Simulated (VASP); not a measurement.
# Si7Mo (Fm-3m) in VASP: a series of runs, part 2 of 2

VASP 6.6.1. Earlier steps stand in the parts before.

## Step 4: Single point, PBE

This run uses another cell than the first one, of 13.95 Å³/atom, 0.992 times its volume.

Contents of INCAR:

```
PREC     = Accurate       # precision mode
ENCUT    = 520            # plane-wave cutoff, eV
EDIFF    = 1E-6           # SCF threshold, eV
ISMEAR   = 0              # smearing method
SIGMA    = 0.1            # smearing width, eV
LREAL    = F              # projectors in reciprocal space
LASPH    = T              # aspherical terms in the spheres
NELM     = 100            # most SCF steps
ALGO     = Normal         # electronic algorithm
ISIF     = 2              # what is computed and relaxed
LWAVE    = F              # write WAVECAR
LCHARG   = F              # write CHGCAR
GGA      = PE             # functional
NBANDS   = 31             # bands
```

Contents of KPOINTS:

```
regular mesh
0
Gamma
  8 8 8
```

Contents of POSCAR:

```
Si7Mo
1.0
    0.0000000000      3.8214249410      3.8214249410
    3.8214249410      0.0000000000      3.8214249410
    3.8214249410      3.8214249410      0.0000000000
Si Mo
7 1
Direct
    0.0000000000      0.5000000000      0.5000000000
    0.5000000000      0.0000000000      0.5000000000
    0.5000000000      0.5000000000      0.5000000000
    0.0000000000      0.0000000000      0.5000000000
    0.5000000000      0.0000000000      0.0000000000
    0.0000000000      0.5000000000      0.0000000000
    0.5000000000      0.5000000000      0.0000000000
    0.0000000000      0.0000000000      0.0000000000
```

Potentials or basis: VASP PAW PBE potentials, release 64 (Si, Mo_sv).

Command:

```
$ cat potpaw_PBE.64/Si/POTCAR potpaw_PBE.64/Mo_sv/POTCAR > POTCAR
$ mpirun -np 1 vasp_std > vasp.out
```

OUTCAR:

```text
PREC = Accurate
   ENCUT = 520
   EDIFF = 1E-6
   ISMEAR = 0
   LREAL = F
   LASPH = T
   NELM = 100
   ISIF = 2
   GGA = PE

 ion  position               nearest neighbor table
   1  0.000  0.500  0.500-   3 2.70   4 2.70   6 2.70   6 2.70   7 2.70   8 2.70   2 2.70   4 2.70
                             8 2.70   2 2.70   3 2.70   7 2.70
   2  0.500  0.000  0.500-   3 2.70   4 2.70   5 2.70   5 2.70   7 2.70   8 2.70   1 2.70   3 2.70
                             7 2.70   1 2.70   4 2.70   8 2.70
   3  0.500  0.500  0.500-   1 2.70   2 2.70   7 2.70   5 2.70   6 2.70   7 2.70   2 2.70   4 2.70
                             5 2.70   1 2.70   4 2.70   6 2.70
   4  0.000  0.000  0.500-   1 2.70   2 2.70   8 2.70   5 2.70   6 2.70   8 2.70   1 2.70   3 2.70
                             6 2.70   2 2.70   3 2.70   5 2.70
   5  0.500  0.000  0.000-   2 2.70   7 2.70   8 2.70   2 2.70   3 2.70   4 2.70   3 2.70   6 2.70
                             7 2.70   4 2.70   6 2.70   8 2.70
   6  0.000  0.500  0.000-   1 2.70   7 2.70   8 2.70   1 2.70   3 2.70   4 2.70   4 2.70   5 2.70
                             8 2.70   3 2.70   5 2.70   7 2.70
   7  0.500  0.500  0.000-   3 2.70   5 2.70   6 2.70   1 2.70   2 2.70   3 2.70   2 2.70   5 2.70
                             8 2.70   1 2.70   6 2.70   8 2.70
   8  0.000  0.000  0.000-   4 2.70   5 2.70   6 2.70   1 2.70   2 2.70   4 2.70   1 2.70   6 2.70
                             7 2.70   2 2.70   5 2.70   7 2.70

  LATTYP: Found a face centered cubic cell.
 ALAT       =     7.6428498820

  Lattice vectors:

 A1 = (   0.0000000000,   3.8214249410,   3.8214249410)
 A2 = (   3.8214249410,   0.0000000000,   3.8214249410)
 A3 = (   3.8214249410,   3.8214249410,   0.0000000000)

Analysis of symmetry for initial positions (statically):
=====================================================================
 Subroutine PRICEL returns:
 Original cell was already a primitive cell.

 Routine SETGRP: Setting up the symmetry group for a
 face centered cubic supercell.

 Subroutine GETGRP returns: Found 48 space group operations
 (whereof 48 operations were pure point group operations)
 out of a pool of 48 trial point group operations.

The static configuration has the point symmetry O_h .

Analysis of symmetry for dynamics (positions and initial velocities):
=====================================================================
 Subroutine PRICEL returns:
 Original cell was already a primitive cell.

 Routine SETGRP: Setting up the symmetry group for a
 face centered cubic supercell.

 Subroutine GETGRP returns: Found 48 space group operations
 (whereof 48 operations were pure point group operations)
 out of a pool of 48 trial point group operations.

The dynamic configuration has the point symmetry O_h .

 Subroutine INISYM returns: Found 48 space group operations
 (whereof 48 operations are pure point group operations),
 and found     1 'primitive' translations

----------------------------------------------------------------------------------------

                                     Primitive cell

  volume of cell :     111.6107

  direct lattice vectors                    reciprocal lattice vectors
     0.000000000  3.821424941  3.821424941    -0.130841246  0.130841246  0.130841246
     3.821424941  0.000000000  3.821424941     0.130841246 -0.130841246  0.130841246
     3.821424941  3.821424941  0.000000000     0.130841246  0.130841246 -0.130841246

  length of vectors
     5.404310979  5.404310979  5.404310979     0.226623685  0.226623685  0.226623685

  position of ions in fractional coordinates (direct lattice)
     0.000000000  0.500000000  0.500000000
[... 69 lines left out ...]
  0.500000  0.250000  0.125000     48.000000
 -0.375000  0.250000  0.125000     24.000000
 [... further k-points ...]
   k-points           NKPTS =     29   k-points in BZ     NKDIM =     29   number of bands    NBANDS=     31
   number of dos      NEDOS =    301   number of ions     NIONS =      8
   total plane-waves  NPLWV =  64000
   dimension x,y,z NGX =    40 NGY =   40 NGZ =   40
   dimension x,y,z NGXF=    80 NGYF=   80 NGZF=   80
   ions per type =               7   1
   NGX,Y,Z   is equivalent  to a cutoff of  12.30, 12.30, 12.30 a.u.
   NGXF,Y,Z  is equivalent  to a cutoff of  24.61, 24.61, 24.61 a.u.
 SYSTEM =  unknown system
   PREC   = accura    normal or accurate (medium, high low for compatibility)
   ISTART =      0    job   : 0-new  1-cont  2-samecut
   ICHARG =      2    charge: 1-file 2-atom 10-const
   ISPIN  =      1    spin polarized calculation?
   LNONCOLLINEAR =      F non collinear calculations
   LSORBIT =      F    spin-orbit coupling
   LASPH  =      T    aspherical Exc in radial PAW
   ENCUT  =  520.0 eV  38.22 Ry    6.18 a.u.  10.05 10.05 10.05*2*pi/ulx,y,z
   NELM   =    100;   NELMIN=  2; NELMDL= -5     # of ELM steps
   EDIFF  = 0.1E-05   stopping-criterion for ELM
   LREAL  =      F    real-space projection
   EDIFFG = 0.1E-04   stopping-criterion for IOM
   NSW    =      0    number of steps for IOM
   IBRION =     -1    ionic relax: 0-MD 1-quasi-New 2-CG
   NFREE  =      0    steps in history (QN), initial steepest desc. (CG)
   ISIF   =      2    stress and relaxation
   ISYM   =      2    0-nonsym 1-usesym 2-fastsym
   POTIM  = 0.5000    time-step for ionic-motion
   TEBEG  =    0.0;   TEEND  =   0.0 temperature during run
   PSTRESS=    0.0 pullay stress
   NELECT =      42.0000    total number of electrons
   NUPDOWN=      -1.0000    fix difference up-down
   EMIN   =  10.00;   EMAX   =-10.00  energy-range for DOS
   EFERMI =   0.00;   METHOD = LEGACY
   ISMEAR =     0;   SIGMA  =   0.10  broadening in eV -4-tet -1-fermi 0-gaus
   EFERMI_NEDOS =   21; number of points for ismear=-14 and -15
   IALGO  =     38    algorithm
   IMIX   =      4    mixing-type and parameters
     AMIX     =   0.40;   BMIX     =  1.00
     AMIX_MAG =   1.60;   BMIX_MAG =  1.00
  volume/ion in A,a.u.               =      13.95        94.15
  Fermi-wavevector in a.u.,A,eV,Ry     =   1.181923  2.233511 19.006556  1.396942
  Thomas-Fermi vector in A             =   2.318187
   LORBIT       =      0    0 simple, 1 ext, 2 COOP (PROOUT), +10 PAW based schemes
   GGA     = PE    functional components
   LHFCALC =     F    Hartree Fock is set to
   AEXX    =    0.0000 exact exchange contribution
   IVDW    =     0    specifies the selected vdW correction
   LEPSILON=     F    determine dielectric tensor
   LRPA    =     F    only Hartree local field effects (RPA)
 non-spin polarized calculation
 Gauss-broadening in eV      SIGMA  =   0.10
  energy-cutoff  :      520.00
  volume of cell :      111.61
 maximum number of plane-waves:      3028
   NGX = 21   NGY = 21   NGZ = 21

 number of electron      41.9999999 magnetization

 Free energy of the ion-electron system (eV)
  ---------------------------------------------------
  ext. energy  EPLUGINS =         0.00000000
  ---------------------------------------------------
  free energy    TOTEN  =       -46.20056998 eV

  energy without entropy =      -46.18461274  energy(sigma->0) =      -46.19259136

 E-fermi :  11.2231     XC(G=0): -11.6808

 val. band max:       11.2066325217   @ k =   0.0000   0.0000   0.0000
 cond. band min:      11.2575459843   @ k =   0.2500   0.0000   0.0000
 fundamental gap:      0.0509134626
 Fermi energy:        11.2230745470

 k-point     1 :       0.0000    0.0000    0.0000
  band No.  band energies     occupation
      1     -49.7867      2.00000
      2     -23.9518      2.00000
      3     -23.9518      2.00000
      4     -23.9518      2.00000
      5      -3.2207      2.00000
      6       2.9554      2.00000
[... 805 lines left out ...]
     30      14.7468      0.00000
     31      15.3890      0.00000

 [... further k-points ...]
[... 5 lines left out ...]
  --------------------------------------------------------------------------------------
  -------------------------------------------------------------------------------------
  Total       -0.0160355     -0.0160355     -0.0160355     -0.0000000      0.0000000      0.0000000
  in kB       -0.2301907     -0.2301907     -0.2301907     -0.0000000      0.0000000      0.0000000
  external PRESSURE =      -0.2301907 kB  Pullay stress =       0.0000000 kB

 VOLUME and BASIS-vectors are now :
 -----------------------------------------------------------------------------
  energy-cutoff  :      520.00
  volume of cell :      111.61
      direct lattice vectors                 reciprocal lattice vectors
     0.000000000  3.821424941  3.821424941    -0.130841246  0.130841246  0.130841246
     3.821424941  0.000000000  3.821424941     0.130841246 -0.130841246  0.130841246
     3.821424941  3.821424941  0.000000000     0.130841246  0.130841246 -0.130841246

 POSITION                                       TOTAL-FORCE (eV/Angst)
 -----------------------------------------------------------------------------------
      3.82142      1.91071      1.91071         0.000000      0.000000      0.000000
      1.91071      3.82142      1.91071        -0.000000      0.000000      0.000000
      3.82142      3.82142      3.82142        -0.000000      0.000000      0.000000
      1.91071      1.91071      0.00000        -0.000000      0.000000      0.000000
      0.00000      1.91071      1.91071        -0.000000     -0.000000      0.000000
      1.91071      0.00000      1.91071         0.000000     -0.000000      0.000000
      1.91071      1.91071      3.82142        -0.000000      0.000000     -0.000000
      0.00000      0.00000      0.00000        -0.000000     -0.000000     -0.000000
 -----------------------------------------------------------------------------------
    total drift:                                0.000000     -0.000000     -0.000000

  FREE ENERGIE OF THE ION-ELECTRON SYSTEM (eV)
  ---------------------------------------------------
  free  energy   TOTEN  =       -46.2005699767 eV

  energy  without entropy=      -46.1846127374  energy(sigma->0) =      -46.19259136
```

Run time: 44 s. Hardware: 1 thread of Intel Xeon Platinum 8559C (Emerald Rapids), shared host; peak memory 0.27 GiB.

What came out:

```yaml
Free_energy: -46.2006 eV
Pressure: 0.0 GPa
Band_gap_on_the_k_mesh: zero (band 21 reaches 11.67 eV, above the bottom of band 22 at 10.14 eV)
```

## Step 5: The runs side by side

```csv
task,cell,k mesh,cutoff (eV),smearing,gap on the mesh (eV),pressure (GPa)
single point,"a = 5.419 Å, angles 60.0°, 8 atoms",4 × 4 × 4,520,gaussian 0.2 eV,none,-0.1
relaxation of cell and atoms,"relaxed from a = 5.515 Å, angles 60.0°, 8 atoms",4 × 4 × 4,600,gaussian 0.2 eV,none,0.0
single point,"a = 5.404 Å, angles 60.0°, 8 atoms",8 × 8 × 8,520,gaussian 0.1 eV,none,0.0
```

Alike in all rows: level PBE; potentials or basis VASP PAW PBE potentials, release 64 (Si, Mo_sv); no spin polarisation.

Total energies depend on the potentials used, so only differences within one code and one set of settings carry meaning.
